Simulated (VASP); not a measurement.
# P (Fd-3m) in VASP: relaxation of cell and atoms with PBE

Aim: the relaxation of cell and atoms of P with PBE.

Everything below comes from runs of VASP 6.6.1. Logs are shortened: lines on timing, memory, paths and dates and some standing lists are left out, and cuts for length are marked.

### 1 The cell of the first run

The structure is cubic, space group Fd-3m (No. 227). Conventional cell: a = 5.052 Å, b = 5.052 Å, c = 5.052 Å, α = 90.00°, β = 90.00°, γ = 90.00°. Within 2.9 Å of P (site symmetry -43m) lie 4 P at 2.19 Å.

### 2 Relaxation of cell and atoms, PBE

INCAR

```
ALGO = Normal
EDIFF = 1E-7
EDIFFG = -0.005
ENCUT = 600
GGA = PE
IBRION = 2
ISIF = 3
ISMEAR = -1
LASPH = True
LCHARG = False
LREAL = False
LWAVE = False
NELM = 100
NSW = 100
PREC = Accurate
SIGMA = 0.08
```

KPOINTS

```
k-points
0
Gamma
  11 11 11
```

POSCAR

```
P
1.0
    0.0000000000      2.5259497683      2.5259497683
    2.5259497683      0.0000000000      2.5259497683
    2.5259497683      2.5259497683      0.0000000000
P
2
Direct
    0.0000000000      0.0000000000      0.0000000000
    0.2500000000      0.2500000000      0.2500000000
```

Potentials or basis: VASP PAW PBE potentials, release 64 (P).

Launch:

```console
> cat potpaw_PBE.64/P/POTCAR > POTCAR
> mpirun -np 1 vasp_std > vasp.out
```

OUTCAR:

```text
EDIFF = 1E-7
   EDIFFG = -0.005
   ENCUT = 600
   GGA = PE
   IBRION = 2
   ISIF = 3
   ISMEAR = -1
   LASPH = True
   LREAL = False
   NELM = 100
   NSW = 100
   PREC = Accurate

 ion  position               nearest neighbor table
   1  0.000  0.000  0.000-   2 2.19   2 2.19   2 2.19   2 2.19
   2  0.250  0.250  0.250-   1 2.19   1 2.19   1 2.19   1 2.19

  LATTYP: Found a face centered cubic cell.
 ALAT       =     5.0518995366

  Lattice vectors:

 A1 = (   0.0000000000,   2.5259497683,   2.5259497683)
 A2 = (   2.5259497683,   0.0000000000,   2.5259497683)
 A3 = (   2.5259497683,   2.5259497683,   0.0000000000)

Analysis of symmetry for initial positions (statically):
=====================================================================
 Subroutine PRICEL returns:
 Original cell was already a primitive cell.

 Routine SETGRP: Setting up the symmetry group for a
 face centered cubic supercell.

 Subroutine GETGRP returns: Found 48 space group operations
 (whereof 24 operations were pure point group operations)
 out of a pool of 48 trial point group operations.

The static configuration has the point symmetry T_d .
 The point group associated with its full space group is O_h .

Analysis of symmetry for dynamics (positions and initial velocities):
=====================================================================
 Subroutine PRICEL returns:
 Original cell was already a primitive cell.

 Routine SETGRP: Setting up the symmetry group for a
 face centered cubic supercell.

 Subroutine GETGRP returns: Found 48 space group operations
 (whereof 24 operations were pure point group operations)
 out of a pool of 48 trial point group operations.

The dynamic configuration has the point symmetry T_d .
 The point group associated with its full space group is O_h .

 Subroutine INISYM returns: Found 48 space group operations
 (whereof 24 operations are pure point group operations),
 and found     1 'primitive' translations

----------------------------------------------------------------------------------------

                                     Primitive cell

  volume of cell :      32.2333

  direct lattice vectors                    reciprocal lattice vectors
     0.000000000  2.525949768  2.525949768    -0.197945346  0.197945346  0.197945346
     2.525949768  0.000000000  2.525949768     0.197945346 -0.197945346  0.197945346
     2.525949768  2.525949768  0.000000000     0.197945346  0.197945346 -0.197945346

  length of vectors
     3.572232420  3.572232420  3.572232420     0.342851396  0.342851396  0.342851396

  position of ions in fractional coordinates (direct lattice)
     0.000000000  0.000000000  0.000000000
     0.250000000  0.250000000  0.250000000

  ion indices of the primitive-cell ions
   primitive index   ion index
                 1           1
                 2           2

----------------------------------------------------------------------------------------

 KPOINTS: k-points

Automatic generation of k-mesh.
 Grid dimensions read from file:
 generate k-points for:   11   11   11

 Generating k-lattice:

  Cartesian coordinates                     Fractional coordinates (reciprocal lattice)
    -0.017995031  0.017995031  0.017995031     0.090909091  0.000000000  0.000000000
     0.017995031 -0.017995031  0.017995031     0.000000000  0.090909091  0.000000000
     0.017995031  0.017995031 -0.017995031     0.000000000  0.000000000  0.090909091

  Length of vectors
     0.031168309  0.031168309  0.031168309

  Shift w.r.t. Gamma in fractional coordinates (k-lattice)
     0.000000000  0.000000000  0.000000000

 Subroutine IBZKPT returns following result:
 ===========================================

 Found     56 irreducible k-points:

 Following reciprocal coordinates:
            Coordinates               Weight
  0.000000  0.000000  0.000000      1.000000
  0.090909  0.000000  0.000000      8.000000
  0.181818  0.000000  0.000000      8.000000
  0.272727  0.000000  0.000000      8.000000
  0.363636  0.000000  0.000000      8.000000
  0.454545  0.000000  0.000000      8.000000
[... 16 lines left out ...]
 -0.272727  0.181818  0.000000     24.000000
 -0.181818  0.181818  0.000000     12.000000
 [... further k-points ...]
   k-points           NKPTS =     56   k-points in BZ     NKDIM =     56   number of bands    NBANDS=      9
   number of dos      NEDOS =    301   number of ions     NIONS =      2
   total plane-waves  NPLWV =  27000
   dimension x,y,z NGX =    30 NGY =   30 NGZ =   30
   dimension x,y,z NGXF=    60 NGYF=   60 NGZF=   60
   ions per type =               2
   NGX,Y,Z   is equivalent  to a cutoff of  13.96, 13.96, 13.96 a.u.
   NGXF,Y,Z  is equivalent  to a cutoff of  27.92, 27.92, 27.92 a.u.
 SYSTEM =  unknown system
   PREC   = accura    normal or accurate (medium, high low for compatibility)
   ISTART =      0    job   : 0-new  1-cont  2-samecut
   ICHARG =      2    charge: 1-file 2-atom 10-const
   ISPIN  =      1    spin polarized calculation?
   LNONCOLLINEAR =      F non collinear calculations
   LSORBIT =      F    spin-orbit coupling
   LASPH  =      T    aspherical Exc in radial PAW
   ENCUT  =  600.0 eV  44.10 Ry    6.64 a.u.   7.13  7.13  7.13*2*pi/ulx,y,z
   NELM   =    100;   NELMIN=  2; NELMDL= -5     # of ELM steps
   EDIFF  = 0.1E-06   stopping-criterion for ELM
   LREAL  =      F    real-space projection
   EDIFFG = -.5E-02   stopping-criterion for IOM
   NSW    =    100    number of steps for IOM
   IBRION =      2    ionic relax: 0-MD 1-quasi-New 2-CG
   NFREE  =      1    steps in history (QN), initial steepest desc. (CG)
   ISIF   =      3    stress and relaxation
   ISYM   =      2    0-nonsym 1-usesym 2-fastsym
   POTIM  = 0.5000    time-step for ionic-motion
   TEBEG  =    0.0;   TEEND  =   0.0 temperature during run
   PSTRESS=    0.0 pullay stress
   NELECT =      10.0000    total number of electrons
   NUPDOWN=      -1.0000    fix difference up-down
   EMIN   =  10.00;   EMAX   =-10.00  energy-range for DOS
   EFERMI =   0.00;   METHOD = LEGACY
   ISMEAR =    -1;   SIGMA  =   0.08  broadening in eV -4-tet -1-fermi 0-gaus
   EFERMI_NEDOS =   21; number of points for ismear=-14 and -15
   IALGO  =     38    algorithm
   IMIX   =      4    mixing-type and parameters
     AMIX     =   0.40;   BMIX     =  1.00
     AMIX_MAG =   1.60;   BMIX_MAG =  1.00
  volume/ion in A,a.u.               =      16.12       108.76
  Fermi-wavevector in a.u.,A,eV,Ry     =   1.108256  2.094300 16.711105  1.228232
  Thomas-Fermi vector in A             =   2.244781
   LORBIT       =      0    0 simple, 1 ext, 2 COOP (PROOUT), +10 PAW based schemes
   GGA     = PE    functional components
   LHFCALC =     F    Hartree Fock is set to
   AEXX    =    0.0000 exact exchange contribution
   IVDW    =     0    specifies the selected vdW correction
   LEPSILON=     F    determine dielectric tensor
   LRPA    =     F    only Hartree local field effects (RPA)
 conjugate gradient relaxation of ions
 non-spin polarized calculation
  energy-cutoff  :      600.00
  volume of cell :       32.23
 maximum number of plane-waves:      1086
 NGX is ok and might be reduce to    30
   NGX = 15   NGY = 15   NGZ = 15

--------------------------------------- Ionic step        1  -------------------------------------------

 number of electron      10.0000001 magnetization

 Free energy of the ion-electron system (eV)
  ---------------------------------------------------
  ext. energy  EPLUGINS =         0.00000000
  ---------------------------------------------------
  free energy    TOTEN  =        -9.28987401 eV

  energy without entropy =       -9.27344922  energy(sigma->0) =       -9.28166161

 E-fermi :   8.9778     XC(G=0): -10.6078

 val. band max:        8.9525286789   @ k =  -0.0909   0.0909   0.0000
 cond. band min:       9.0631982045   @ k =  -0.0909   0.0909   0.0000
 fundamental gap:      0.1106695256
 Fermi energy:         8.9777615536

 k-point     1 :       0.0000    0.0000    0.0000
  band No.  band energies     occupation
      1      -8.3339      2.00000
      2       5.1449      2.00000
      3       5.1449      2.00000
      4       5.1449      2.00000
      5       7.7331      2.00000
      6       8.6216      1.97695
      7       8.6216      1.97695
      8       8.6216      1.97695
      9      15.3257      0.00000
[... 265 lines left out ...]
 k-point    24 :      -0.1818    0.1818    0.0000
  band No.  band energies     occupation
      1      -7.1180      2.00000
      2       0.3991      2.00000
      3       2.5237      2.00000
      4       4.4159      2.00000
      5       8.7189      1.92428
      6       9.9366      0.00001
      7      10.1843      0.00000
      8      11.9536      0.00000
      9      13.6200      0.00000

 [... further k-points ...]
[... 5 lines left out ...]
  --------------------------------------------------------------------------------------
  -------------------------------------------------------------------------------------
  Total        3.3523539      3.3523539      3.3523539     -0.0000000     -0.0000000     -0.0000000
  in kB      166.6312006    166.6312006    166.6312006     -0.0000000     -0.0000000     -0.0000000
  external PRESSURE =     166.6312006 kB  Pullay stress =       0.0000000 kB
[... 89 lines left out ...]
  FREE ENERGIE OF THE ION-ELECTRON SYSTEM (eV)
  ---------------------------------------------------
  free  energy   TOTEN  =        -9.6670972633 eV

  energy  without entropy=       -9.6460574971  energy(sigma->0) =       -9.65657738

[... ionic steps 4 to 15 ...]

--------------------------------------- Ionic step       16  -------------------------------------------

 number of electron       9.9999999 magnetization

------------------------ aborting loop because EDIFF is reached ----------------------------------------
[... 67 lines left out ...]
--------------------------------------- Ionic step       18  -------------------------------------------

 number of electron       9.9999999 magnetization

 Free energy of the ion-electron system (eV)
  ---------------------------------------------------
  ext. energy  EPLUGINS =         0.00000000
  ---------------------------------------------------
  free energy    TOTEN  =        -9.66710452 eV

  energy without entropy =       -9.64609329  energy(sigma->0) =       -9.65659890

 E-fermi :   5.9077     XC(G=0):  -9.5402

 val. band max:        5.8848204060   @ k =   0.2727   0.1818   0.0909
 cond. band min:       5.9128905556   @ k =   0.2727   0.1818   0.0000
 fundamental gap:      0.0280701496
 Fermi energy:         5.9076818832

 k-point     1 :       0.0000    0.0000    0.0000
  band No.  band energies     occupation
      1      -9.0602      2.00000
      2       2.5265      2.00000
      3       2.9055      2.00000
      4       2.9055      2.00000
      5       2.9055      2.00000
      6       6.0372      0.33082
      7       6.0372      0.33082
      8       6.0372      0.33082
      9      11.9602      0.00000
[... 265 lines left out ...]
 k-point    24 :      -0.1818    0.1818    0.0000
  band No.  band energies     occupation
      1      -8.0962      2.00000
      2      -1.9144      2.00000
      3       0.8767      2.00000
      4       2.3017      2.00000
      5       5.1425      1.99986
      6       7.1057      0.00000
      7       7.2397      0.00000
      8       8.4989      0.00000
      9      11.3555      0.00000

 [... further k-points ...]
[... 5 lines left out ...]
  --------------------------------------------------------------------------------------
  -------------------------------------------------------------------------------------
  Total       -0.0028502     -0.0028502     -0.0028502     -0.0000000     -0.0000000     -0.0000000
  in kB       -0.1112001     -0.1112001     -0.1112001     -0.0000000     -0.0000000     -0.0000000
  external PRESSURE =      -0.1112001 kB  Pullay stress =       0.0000000 kB
[... 17 lines left out ...]
  FREE ENERGIE OF THE ION-ELECTRON SYSTEM (eV)
  ---------------------------------------------------
  free  energy   TOTEN  =        -9.6671045176 eV

  energy  without entropy=       -9.6460932876  energy(sigma->0) =       -9.65659890

 reached required accuracy - stopping structural energy minimisation
```

It used 340 s of CPU time on 1 thread of AMD EPYC 7R13 Processor (Zen 3), with other jobs on the host.

Results:

* Free energy: -9.6671 eV
* Relaxed volume: 20.53 Å³/atom
* Relaxed cell: a = 3.873 Å, b = 3.873 Å, c = 3.873 Å, α = 60.00°, β = 60.00°, γ = 60.00°
* Space group after relaxing (to 0.05 Å): Fd-3m (No. 227)
* Energy gained by relaxing: 188.6 meV/atom
* Ionic steps: 18
* Pressure after relaxing: 0.0 GPa
* Band gap on the k mesh: zero (band 5 reaches 6.75 eV, above the bottom of band 6 at 5.01 eV)

Step by step:
```tsv
step	energy change (eV)	largest force (eV/Å)	pressure (GPa)	volume (Å³)
1	0.0000	0.0000	16.66	32.23
2	-0.3768	0.0000	0.38	40.70
3	-0.3772	0.0000	-0.05	41.10
4	-0.3772	0.0000	0.15	40.91
5	-0.3772	0.0000	0.15	40.91
6	-0.3772	0.0000	0.16	40.92
7	-0.3772	0.0000	0.15	40.92
8	-0.3772	0.0000	0.15	40.92
9	-0.3772	0.0000	0.15	40.92
10	-0.3772	0.0000	0.15	40.92
11	-0.3772	0.0000	0.15	40.92
12	-0.3772	0.0000	0.15	40.92
13	-0.3772	0.0000	0.15	40.92
14	-0.3772	0.0000	0.14	40.93
15	-0.3772	0.0000	0.13	40.94
16	-0.3772	0.0000	0.11	40.95
17	-0.3772	0.0000	0.07	40.99
18	-0.3772	0.0000	-0.01	41.07
```

Final structure:
```cif
data_structure
_symmetry_space_group_name_H-M 'P 1'
_symmetry_Int_Tables_number 1
_cell_length_a 3.8726
_cell_length_b 3.8726
_cell_length_c 3.8726
_cell_angle_alpha 60.000
_cell_angle_beta 60.000
_cell_angle_gamma 60.000
_cell_volume 41.07
loop_
_atom_site_label
_atom_site_type_symbol
_atom_site_fract_x
_atom_site_fract_y
_atom_site_fract_z
_atom_site_occupancy
P1 P 0.00000 0.00000 0.00000 1
P2 P 0.25000 0.25000 0.25000 1
```

Caveat: the volume moved by over 15 % at a fixed basis, so the end points are rough.
